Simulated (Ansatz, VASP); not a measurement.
Rh in VASP and in Ansatz

```
Rh
1.0
     2.83612    0.00000    0.00000
    -1.41806    2.45615    0.00000
     0.00000    0.00000    4.59898
Rh
2
Direct
  0.66667 0.33333 0.75000
  0.33333 0.66667 0.25000
```

Alike in both runs: task single point; functional PBE; k mesh 10 × 10 × 5; occupations fermi-dirac, width 0.1 eV; no spin polarisation.

```csv
,VASP,Ansatz
version,VASP 6.6.1,Ansatz 0.2.0
potentials or method,"VASP PAW PBE potentials, release 64 (Rh_pv), cutoff 520 eV","plane waves, PAW"
valence electrons in the cell,30,34
```

```csv
,VASP,Ansatz,Ansatz less VASP
pressure (GPa),-22.6,-22.7,-0.05
"traceless stress, the component that is largest in VASP (GPa)",-0.46,-0.46,+0.003
```

VASP's potentials hold 30 valence electrons a cell and Ansatz's 34, so a difference there can come from the potentials and not from the codes.
